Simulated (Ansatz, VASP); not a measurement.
## Two plane-wave programs on Fe

INCAR

```
SYSTEM = Fe
PREC     = Accurate       ! precision mode
ENCUT    = 600            ! plane-wave cutoff, eV
EDIFF    = 1E-6           ! SCF threshold, eV
ISMEAR   = -1             ! smearing method
SIGMA    = 0.05           ! smearing width, eV
LREAL    = .False.        ! projectors in reciprocal space
LASPH    = .True.         ! aspherical terms in the spheres
NELM     = 150            ! most SCF steps
ALGO     = Normal         ! electronic algorithm
ISIF     = 3              ! what is computed and relaxed
LWAVE    = .False.        ! write WAVECAR
LCHARG   = .False.        ! write CHGCAR
ISPIN    = 2              ! spin polarisation
MAGMOM   = 2.5            ! initial moments
LORBIT   = 11             ! projections on sites
LMAXMIX  = 4              ! l up to which the mixer works
GGA      = PE             ! functional
IBRION   = 2              ! ionic algorithm
NSW      = 80             ! ionic steps
EDIFFG   = -0.01          ! ionic threshold
```

The input KPOINTS:

```
Automatic mesh
0
Gamma
  15 15 15
  0 0 0
```

POSCAR

```
Fe
1.0
   -1.4332500000      1.4332500000      1.4332500000
    1.4332500000     -1.4332500000      1.4332500000
    1.4332500000      1.4332500000     -1.4332500000
Fe
1
Direct
    0.0000000000      0.0000000000      0.0000000000
```

Input for Ansatz:

```yaml
crystal:
  lattice:
    - [-1.43325, 1.43325, 1.43325]
    - [1.43325, -1.43325, 1.43325]
    - [1.43325, 1.43325, -1.43325]
  atoms:
    - { symbol: Fe, position: [0.0, 0.0, 0.0], spin: 2.5 }
hamiltonian:
  xc: pbe
  pseudopotentials:
    kind: paw
    azcp:
      Fe: "pseudopotentials/Fe.paw.azcp"
basis:
  ecutwfc: 420
  fft_grid_basis: typed
kpoints:
  mp_grid: { grid: [15, 15, 15], shift: [0, 0, 0] }
magnetization:
  spin_polarized: true
scf:
  occupations: { method: fermi_dirac, width: 0.05 }
relax:
  max_steps: 60
  f_tol: 0.01
  cell: {}
```

Alike in both runs: task relaxation of cell and atoms; functional PBE; k mesh 15 × 15 × 15; occupations fermi-dirac, width 0.05 eV; collinear spin.

|  | VASP | Ansatz |
| --- | --- | --- |
| version | VASP 6.6.1 | Ansatz 0.2.0 |
| potentials or method | VASP PAW PBE potentials, release 64 (Fe), cutoff 600 eV | plane waves (420 eV) with PAW, scalar-relativistic |
| valence electrons in the cell | 8 | 16 |

VASP gave:

* net moment per atom (μB): 2.19
* size of the moment on the site where the two differ most (μB): 2.19
* relaxed volume (Å³/atom): 11.35
* relaxed cell length with the largest relative difference (Å): 2.452

Q: What did Ansatz give for the same quantities?

A: net moment per atom (μB): 2.18; size of the moment on the site where the two differ most (μB): 2.23; relaxed volume (Å³/atom): 11.36; relaxed cell length with the largest relative difference (Å): 2.453.

Site moments also hang on the region over which each program counts them. VASP's potentials hold 8 valence electrons a cell and Ansatz's 16, so a difference there can come from the potentials and not from the codes.
